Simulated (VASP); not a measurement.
# SiNi (Pmmn) in VASP: relaxation of cell and atoms with PBE

Aim: the relaxation of cell and atoms of SiNi with PBE.

All numbers are computed with VASP 6.6.1; they aren't measurements. Logs are shortened: lines on timing, memory, paths and dates and some standing lists are left out, and cuts for length are marked.

## 1. The cell of the first run

It takes space group Pmmn (No. 59, orthorhombic). The conventional cell has a = 3.027 Å, b = 3.273 Å, c = 4.698 Å, α = 90.00°, β = 90.00°, γ = 90.00°. Si (site symmetry mm2) has 6 Ni at 2.34 to 2.40 Å and 6 Si at 2.68 to 3.03 Å within 3.1 Å. Ni (site symmetry mm2) has 6 Si at 2.34 to 2.40 Å and 6 Ni at 2.67 to 3.03 Å within 3.1 Å.

## 2. Relaxation of cell and atoms, PBE

Input file INCAR:

```
SYSTEM = SiNi
ALGO = Normal
EDIFF = 1E-6
EDIFFG = -0.01
ENCUT = 600
GGA = PE
IBRION = 2
ISIF = 3
ISMEAR = 0
LASPH = .TRUE.
LCHARG = .FALSE.
LREAL = .FALSE.
LWAVE = .FALSE.
NELM = 80
NSW = 100
PREC = Accurate
SIGMA = 0.1
```

Input file KPOINTS:

```
k-points
0
G
  16 14 10
  0 0 0
```

Input file POSCAR:

```
SiNi
1.0
    3.0266199100      0.0000000000      0.0000000000
    0.0000000000      3.2734999700      0.0000000000
    0.0000000000      0.0000000000      4.6977601100
Si Ni
2 2
Direct
    0.5000000000      0.5000000000      0.8423000000
    0.0000000000      0.0000000000      0.1577000000
    0.5000000000      0.5000000000      0.3442200100
    0.0000000000      0.0000000000      0.6557799900
```

Potentials or basis: VASP PAW PBE potentials, release 64 (Si, Ni).

Command:

```bash
cat potpaw_PBE.64/Si/POTCAR potpaw_PBE.64/Ni/POTCAR > POTCAR
mpirun -np 1 vasp_std > vasp.out
```

OUTCAR:

```text
SYSTEM = SiNi
   EDIFF = 1E-6
   EDIFFG = -0.01
   ENCUT = 600
   GGA = PE
   IBRION = 2
   ISIF = 3
   ISMEAR = 0
   LASPH = .TRUE.
   LREAL = .FALSE.
   NELM = 80
   NSW = 100
   PREC = Accurate

 ion  position               nearest neighbor table
   1  0.500  0.500  0.842-   3 2.34   3 2.36   4 2.40   4 2.40   4 2.40   4 2.40   2 2.68   2 2.68
                             2 2.68   2 2.68
   2  0.000  0.000  0.158-   4 2.34   4 2.36   3 2.40   3 2.40   3 2.40   3 2.40   1 2.68   1 2.68
                             1 2.68   1 2.68
   3  0.500  0.500  0.344-   1 2.34   1 2.36   2 2.40   2 2.40   2 2.40   2 2.40   4 2.67   4 2.67
                             4 2.67   4 2.67
   4  0.000  0.000  0.656-   2 2.34   2 2.36   1 2.40   1 2.40   1 2.40   1 2.40   3 2.67   3 2.67
                             3 2.67   3 2.67

  LATTYP: Found a simple orthorhombic cell.
 ALAT       =     3.0266199100
 B/A-ratio  =     1.0815695619
 C/A-ratio  =     1.5521473623

  Lattice vectors:

 A1 = (   3.0266199100,   0.0000000000,   0.0000000000)
 A2 = (   0.0000000000,   3.2734999700,   0.0000000000)
 A3 = (   0.0000000000,   0.0000000000,   4.6977601100)

Analysis of symmetry for initial positions (statically):
=====================================================================
 Subroutine PRICEL returns:
 Original cell was already a primitive cell.

 Routine SETGRP: Setting up the symmetry group for a
 simple orthorhombic supercell.

 Subroutine GETGRP returns: Found  8 space group operations
 (whereof  4 operations were pure point group operations)
 out of a pool of  8 trial point group operations.

The static configuration has the point symmetry C_2v.
 The point group associated with its full space group is D_2h.

Analysis of symmetry for dynamics (positions and initial velocities):
=====================================================================
 Subroutine PRICEL returns:
 Original cell was already a primitive cell.

 Routine SETGRP: Setting up the symmetry group for a
 simple orthorhombic supercell.

 Subroutine GETGRP returns: Found  8 space group operations
 (whereof  4 operations were pure point group operations)
 out of a pool of  8 trial point group operations.

The dynamic configuration has the point symmetry C_2v.
 The point group associated with its full space group is D_2h.

 Subroutine INISYM returns: Found  8 space group operations
 (whereof  4 operations are pure point group operations),
 and found     1 'primitive' translations

----------------------------------------------------------------------------------------

                                     Primitive cell

  volume of cell :      46.5437

  direct lattice vectors                    reciprocal lattice vectors
     3.026619910  0.000000000  0.000000000     0.330401580  0.000000000  0.000000000
     0.000000000  3.273499970  0.000000000     0.000000000  0.305483430  0.000000000
     0.000000000  0.000000000  4.697760110     0.000000000  0.000000000  0.212867404

  length of vectors
     3.026619910  3.273499970  4.697760110     0.330401580  0.305483430  0.212867404

  position of ions in fractional coordinates (direct lattice)
     0.500000000  0.500000000  0.842300000
     0.000000000  0.000000000  0.157700000
     0.500000000  0.500000000  0.344220010
     0.000000000  0.000000000  0.655779990

  ion indices of the primitive-cell ions
   primitive index   ion index
                 1           1
                 2           2
                 3           3
                 4           4

----------------------------------------------------------------------------------------

 KPOINTS: k-points

Automatic generation of k-mesh.
 Grid dimensions read from file:
 generate k-points for:   16   14   10

 Generating k-lattice:

  Cartesian coordinates                     Fractional coordinates (reciprocal lattice)
     0.020650099  0.000000000  0.000000000     0.062500000  0.000000000  0.000000000
     0.000000000  0.021820245  0.000000000     0.000000000  0.071428571  0.000000000
     0.000000000  0.000000000  0.021286740     0.000000000  0.000000000  0.100000000

  Length of vectors
     0.020650099  0.021820245  0.021286740

  Shift w.r.t. Gamma in fractional coordinates (k-lattice)
     0.000000000  0.000000000  0.000000000

 Subroutine IBZKPT returns following result:
 ===========================================

 Found    432 irreducible k-points:

 Following reciprocal coordinates:
            Coordinates               Weight
  0.000000  0.000000  0.000000      1.000000
  0.062500  0.000000  0.000000      2.000000
  0.125000  0.000000  0.000000      2.000000
  0.187500  0.000000  0.000000      2.000000
  0.250000  0.000000  0.000000      2.000000
  0.312500  0.000000  0.000000      2.000000
[... 16 lines left out ...]
  0.250000  0.142857  0.000000      4.000000
  0.312500  0.142857  0.000000      4.000000
 [... further k-points ...]
   k-points           NKPTS =    432   k-points in BZ     NKDIM =    432   number of bands    NBANDS=     18
   number of dos      NEDOS =    301   number of ions     NIONS =      4
   total plane-waves  NPLWV =  26880
   dimension x,y,z NGX =    24 NGY =   28 NGZ =   40
   dimension x,y,z NGXF=    48 NGYF=   56 NGZF=   80
   ions per type =               2   2
   NGX,Y,Z   is equivalent  to a cutoff of  13.18, 14.22, 14.16 a.u.
   NGXF,Y,Z  is equivalent  to a cutoff of  26.37, 28.44, 28.31 a.u.
 SYSTEM =  SiNi
   PREC   = accura    normal or accurate (medium, high low for compatibility)
   ISTART =      0    job   : 0-new  1-cont  2-samecut
   ICHARG =      2    charge: 1-file 2-atom 10-const
   ISPIN  =      1    spin polarized calculation?
   LNONCOLLINEAR =      F non collinear calculations
   LSORBIT =      F    spin-orbit coupling
   LASPH  =      T    aspherical Exc in radial PAW
   ENCUT  =  600.0 eV  44.10 Ry    6.64 a.u.   6.04  6.54  9.38*2*pi/ulx,y,z
   NELM   =     80;   NELMIN=  2; NELMDL= -5     # of ELM steps
   EDIFF  = 0.1E-05   stopping-criterion for ELM
   LREAL  =      F    real-space projection
   EDIFFG = -.1E-01   stopping-criterion for IOM
   NSW    =    100    number of steps for IOM
   IBRION =      2    ionic relax: 0-MD 1-quasi-New 2-CG
   NFREE  =      1    steps in history (QN), initial steepest desc. (CG)
   ISIF   =      3    stress and relaxation
   ISYM   =      2    0-nonsym 1-usesym 2-fastsym
   POTIM  = 0.5000    time-step for ionic-motion
   TEBEG  =    0.0;   TEEND  =   0.0 temperature during run
   PSTRESS=    0.0 pullay stress
   NELECT =      28.0000    total number of electrons
   NUPDOWN=      -1.0000    fix difference up-down
   EMIN   =  10.00;   EMAX   =-10.00  energy-range for DOS
   EFERMI =   0.00;   METHOD = LEGACY
   ISMEAR =     0;   SIGMA  =   0.10  broadening in eV -4-tet -1-fermi 0-gaus
   EFERMI_NEDOS =   21; number of points for ismear=-14 and -15
   IALGO  =     38    algorithm
   IMIX   =      4    mixing-type and parameters
     AMIX     =   0.40;   BMIX     =  1.00
     AMIX_MAG =   1.60;   BMIX_MAG =  1.00
  volume/ion in A,a.u.               =      11.64        78.52
  Fermi-wavevector in a.u.,A,eV,Ry     =   1.381997  2.611596 25.985987  1.909916
  Thomas-Fermi vector in A             =   2.506730
   LORBIT       =      0    0 simple, 1 ext, 2 COOP (PROOUT), +10 PAW based schemes
   GGA     = PE    functional components
   LHFCALC =     F    Hartree Fock is set to
   AEXX    =    0.0000 exact exchange contribution
   IVDW    =     0    specifies the selected vdW correction
   LEPSILON=     F    determine dielectric tensor
   LRPA    =     F    only Hartree local field effects (RPA)
 conjugate gradient relaxation of ions
 non-spin polarized calculation
 Gauss-broadening in eV      SIGMA  =   0.10
  energy-cutoff  :      600.00
  volume of cell :       46.54
 maximum number of plane-waves:      1581
   NGX = 13   NGY = 13   NGZ = 19

--------------------------------------- Ionic step        1  -------------------------------------------

 number of electron      27.9999997 magnetization

 Free energy of the ion-electron system (eV)
  ---------------------------------------------------
  ext. energy  EPLUGINS =         0.00000000
  ---------------------------------------------------
  free energy    TOTEN  =       -23.61159660 eV

  energy without entropy =      -23.60638732  energy(sigma->0) =      -23.60899196

------------------------ aborting loop because EDIFF is reached ----------------------------------------

  FORCE on cell =-STRESS in cart. coord.  units (eV):
  Direction    XX          YY          ZZ          XY          YZ          ZX
  --------------------------------------------------------------------------------------
  -------------------------------------------------------------------------------------
  Total        0.2017110      0.3268778      0.4208479      0.0000000      0.0000000      0.0000000
  in kB        6.9435094     11.2521360     14.4868741      0.0000000      0.0000000      0.0000000
  external PRESSURE =      10.8941731 kB  Pullay stress =       0.0000000 kB
[... 95 lines left out ...]
  FREE ENERGIE OF THE ION-ELECTRON SYSTEM (eV)
  ---------------------------------------------------
  free  energy   TOTEN  =       -23.6136650751 eV

  energy  without entropy=      -23.6084093845  energy(sigma->0) =      -23.61103723

[... ionic steps 4 to 7 ...]

--------------------------------------- Ionic step        8  -------------------------------------------

 number of electron      27.9999993 magnetization

------------------------ aborting loop because EDIFF is reached ----------------------------------------
[... 71 lines left out ...]
--------------------------------------- Ionic step       10  -------------------------------------------

 number of electron      27.9999990 magnetization

 Free energy of the ion-electron system (eV)
  ---------------------------------------------------
  ext. energy  EPLUGINS =         0.00000000
  ---------------------------------------------------
  free energy    TOTEN  =       -23.61425150 eV

  energy without entropy =      -23.60906953  energy(sigma->0) =      -23.61166051

 E-fermi :  11.1809     XC(G=0): -12.4295

 val. band max:       11.1743494680   @ k =   0.4375   0.2857   0.4000
 cond. band min:      11.1817221324   @ k =   0.3125   0.4286   0.5000
 fundamental gap:      0.0073726643
 Fermi energy:        11.1809280632

 k-point     1 :       0.0000    0.0000    0.0000
  band No.  band energies     occupation
      1      -2.6022      2.00000
      2       3.1143      2.00000
      3       4.7813      2.00000
      4       7.1096      2.00000
      5       7.6507      2.00000
      6       8.2428      2.00000
[... 481 lines left out ...]
      5       7.2830      2.00000
      6       7.3976      2.00000
[... 10 lines left out ...]
     17      14.5217      0.00000
     18      15.4519      0.00000

 [... further k-points ...]

------------------------ aborting loop because EDIFF is reached ----------------------------------------

  FORCE on cell =-STRESS in cart. coord.  units (eV):
  Direction    XX          YY          ZZ          XY          YZ          ZX
  --------------------------------------------------------------------------------------
  -------------------------------------------------------------------------------------
  Total       -0.0049600      0.0336820      0.0103679      0.0000000      0.0000000      0.0000000
  in kB       -0.1698342      1.1533100      0.3550072      0.0000000      0.0000000      0.0000000
  external PRESSURE =       0.4461610 kB  Pullay stress =       0.0000000 kB
[... 19 lines left out ...]
  FREE ENERGIE OF THE ION-ELECTRON SYSTEM (eV)
  ---------------------------------------------------
  free  energy   TOTEN  =       -23.6142514953 eV

  energy  without entropy=      -23.6090695337  energy(sigma->0) =      -23.61166051

 reached required accuracy - stopping structural energy minimisation
```

Run time: 17 min. Hardware: 1 thread of AMD EPYC 9R45 (Zen 5), shared host; peak memory 0.48 GiB.

What came out:

| Item | Value |
| --- | --- |
| Free energy | -23.6143 eV |
| Relaxed volume | 11.70 Å³/atom |
| Relaxed cell | a = 3.021 Å, b = 3.285 Å, c = 4.715 Å, α = 90.00°, β = 90.00°, γ = 90.00° |
| Space group after relaxing (to 0.1 Å) | Pmmn (No. 59) |
| Energy gained by relaxing | 0.7 meV/atom |
| Ionic steps | 10 |
| Pressure after relaxing | 0.0 GPa |
| Largest force after relaxing | 0.009 eV/Å |
| Band gap on the k mesh | zero (bands 14 and 15 overlap by 2.35 eV) |

Forces on the atoms (eV/Å):
```
Si   0.000  0.000  0.009
Si   0.000  0.000 -0.009
Ni   0.000  0.000  0.009
Ni   0.000  0.000 -0.009
```

The path:
```
step  energy change (eV)  largest force (eV/Å)  pressure (GPa)  volume (Å³)
   1              0.0000                0.1206            1.09        46.54
   2             -0.0015                0.0563           -1.02        47.08
   3             -0.0021                0.0766           -0.32        46.90
   4             -0.0025                0.0196           -0.11        46.82
   5             -0.0025                0.0264            0.09        46.81
   6             -0.0025                0.0230            0.12        46.82
   7             -0.0025                0.0213            0.05        46.82
   8             -0.0026                0.0132           -0.06        46.83
   9             -0.0026                0.0049           -0.12        46.85
  10             -0.0027                0.0090            0.04        46.79
```

Final structure:
```cif
data_structure
_symmetry_space_group_name_H-M 'P 1'
_symmetry_Int_Tables_number 1
_cell_length_a 3.0214
_cell_length_b 3.2845
_cell_length_c 4.7150
_cell_angle_alpha 90.000
_cell_angle_beta 90.000
_cell_angle_gamma 90.000
_cell_volume 46.79
loop_
_atom_site_label
_atom_site_type_symbol
_atom_site_fract_x
_atom_site_fract_y
_atom_site_fract_z
_atom_site_occupancy
Si1 Si 0.50000 0.50000 0.84276 1
Si2 Si 0.00000 0.00000 0.15724 1
Ni1 Ni 0.50000 0.50000 0.34202 1
Ni2 Ni 0.00000 0.00000 0.65798 1
```

Spin polarisation is off, so any magnetic state and its effect on volume and gap are missing. Zero-point motion and thermal expansion aren't in these numbers.
